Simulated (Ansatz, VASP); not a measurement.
# HfO2 in VASP and in Ansatz

File POSCAR:

```
HfO2
1.0
    3.6168510000      0.0000000000      0.0000000000
    1.8084255000      3.1322848477      0.0000000000
    1.8084255000      1.0440949492      2.9531464752
Hf O
1 2
Direct
    0.0000000000      0.0000000000      0.0000000000
    0.2500000000      0.2500000000      0.2500000000
    0.7500000000      0.7500000000      0.7500000000
```

Contents of INCAR.step1:

```
PREC = Accurate ; ENCUT = 600
ISMEAR = 0 ; SIGMA = 0.01
LREAL = False ; LASPH = True
NELM = 80 ; GGA = PE
ALGO = Normal ; EDIFF = 1E-4
LWAVE = True ; LCHARG = False
```

File INCAR.step2:

```
PREC = Accurate ; ENCUT = 600
EDIFF = 1E-7 ; ISMEAR = 0
SIGMA = 0.01 ; LREAL = False
LASPH = True ; NELM = 80
ALGO = Normal ; ISIF = 3
LWAVE = False ; LCHARG = False
METAGGA = R2SCAN ; LMIXTAU = True
LUSE_VDW = True ; IVDW_NL = 2
BPARAM = 11.95 ; CPARAM = 0.0093
IBRION = 2 ; NSW = 100
EDIFFG = -0.02 ; ISTART = 1
```

The input KPOINTS:

```
Automatic mesh
0
Gamma
  6 6 6
```

Input for Ansatz:

```yaml
crystal:
  lattice:
    - [3.616851, 0.0, 0.0]
    - [1.8084255000000005, 3.1322848477031506, 0.0]
    - [1.8084255000000005, 1.0440949492343836, 2.9531464752250263]
  atoms:
    - { symbol: Hf, position: [0.0, 0.0, 0.0] }
    - { symbol: O, position: [0.25000000000000006, 0.25, 0.25] }
    - { symbol: O, position: [0.75, 0.75, 0.75] }
kpoints:
  mp_grid:
    grid: [6, 6, 6]
hamiltonian:
  xc: r2scan
  dispersion: rvv10
scf:
  occupations:
    method: fixed
relax:
  f_tol: 0.02
  max_steps: 100
  cell: {}
```

Alike in both runs: task relaxation of cell and atoms; functional r2SCAN; dispersion rVV10; k mesh 6 × 6 × 6; no spin polarisation.

|  | VASP | Ansatz |
| --- | --- | --- |
| version | VASP 6.6.1 | Ansatz 0.2.0 |
| potentials or method | VASP PAW PBE potentials, release 64 (Hf_pv, O) | plane waves, PAW |
| plane-wave cutoff (eV) | 600 | 500 |
| occupations | gaussian, width 0.01 eV | fixed |
| valence electrons in the cell | 22 | 38 |

Ansatz gave:

| Property | Result |
| --- | --- |
| relaxed volume (Å³/atom) | 10.71 |
| relaxed cell length with the largest relative difference (Å) | 3.569 |

Q: Estimate VASP's values.

A: Relaxed volume (Å³/atom): 10.56; relaxed cell length with the largest relative difference (Å): 3.552.

VASP's potentials were made for PBE, not for r2SCAN. VASP's potentials hold 22 valence electrons a cell and Ansatz's 38, so a difference there can come from the potentials and not from the codes.

Neither program's run includes spin-orbit coupling.
